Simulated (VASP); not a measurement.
## Rh: single point with PBE

The system is Rh.

```
CELL_PARAMETERS angstrom
0.00000 1.93958 1.90155
1.90155 0.00000 1.90155
1.90155 1.93958 0.00000
ATOMIC_POSITIONS crystal
Rh 0.00000 0.00000 0.00000
```

This cell differs from its parent crystal: strain +0.0200 x Voigt [0, 1, 0, 0, 0, 0].

* Program: VASP 6.6.1
* Task: single point
* Functional: PBE
* Potentials or basis: VASP PAW PBE potentials, release 64 (Rh_pv)
* Cutoff: 520 eV
* k mesh: 22 × 22 × 22
* Occupations: gaussian, width 0.15 eV
* Spin: no spin polarisation
* Dipole correction: no
* Further INCAR settings: ALGO = Fast; EDIFF = 1e-07; NBANDS = 14

| Property | Result |
| --- | --- |
| Pressure | 0.5 GPa |
| Band gap on the k mesh | zero (an odd number of electrons rules out a gap without spin polarisation) |

Stress tensor (GPa, compression positive):
```
 2.04  0.00  0.00
 0.00 -2.60  0.00
 0.00  0.00  2.04
```

Levels at points of the mesh, in eV from the Fermi level:
```tsv
k point	band 5	band 6	band 7	band 8	band 9	band 10
(0.00, 0.00, 0.00)	-3.12	-2.90	-2.90	-1.09	-0.83	16.02
(0.50, 0.00, 0.00)	-3.16	-2.94	0.50	0.61	0.76	8.45
(0.50, 0.50, 0.00)	-5.76	0.52	0.87	1.05	3.39	12.21
(0.50, 0.00, 0.50)	-5.75	0.54	0.94	0.94	2.97	11.67
```

Run time: 4.1 min on 1 thread of Intel Xeon 8259CL, with other jobs on the host, peak memory 0.25 GiB.

Caveat: the cell differs from its parent crystal (strain +0.0200 x Voigt [0, 1, 0, 0, 0, 0]).
